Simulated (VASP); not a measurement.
Wanted: the native input for a VASP 6.6.1 run.

* Task: relaxation of cell and atoms
* Functional: LDA
* Potentials or basis: VASP PAW LDA potentials, release 64 (Al)
* Cutoff: 600 eV
* k mesh: 10 × 10 × 10
* Occupations: fermi-dirac, width 0.1 eV
* Spin: no spin polarisation
* Dipole correction: no
* Further INCAR settings: ALGO = Normal; EDIFF = 1e-07; IBRION = 2; EDIFFG = -0.03; NSW = 60; ISIF = 3

The structure of Al lies in POSCAR:

```
Al
1.0
    2.6300000000      0.0000000000      0.0000000000
    0.0000000000      2.6300000000      0.0000000000
    0.0000000000      0.0000000000      2.6300000000
Al
1
Direct
    0.0000000000      0.0000000000      0.0000000000
```

One way to write it, as run:

INCAR

```
SYSTEM = Al
PREC = Accurate
ENCUT = 600
EDIFF = 1E-7
ISMEAR = -1
SIGMA = 0.1
LREAL = .False.
LASPH = .True.
NELM = 100
ALGO = Normal
ISIF = 3
LWAVE = .False.
LCHARG = .False.
IBRION = 2
NSW = 60
EDIFFG = -0.03
```

KPOINTS

```
regular mesh
0
Gamma
  10 10 10
  0 0 0
```

Potentials or basis: VASP PAW LDA potentials, release 64 (Al).

Command:

```sh
$ cat potpaw_LDA.64/Al/POTCAR > POTCAR
$ mpirun -np 1 vasp_std > vasp.out
```

Results of the run:

```
Relaxed volume                         : 19.42 Å³/atom
Relaxed cell                           : a = 2.688 Å, b = 2.688 Å, c = 2.688 Å, α = 90.00°, β = 90.00°, γ = 90.00°
Space group after relaxing (to 0.05 Å) : Pm-3m (No. 221)
Energy gained by relaxing              : 16.4 meV/atom
Ionic steps                            : 3
Pressure after relaxing                : 0.0 GPa
```

It took 4.7 s on 1 thread of Intel(R) Xeon(R) Platinum 8259CL CPU @ 2.50GHz (Skylake/Cascade Lake), with other jobs on the host, peak memory 0.12 GiB.
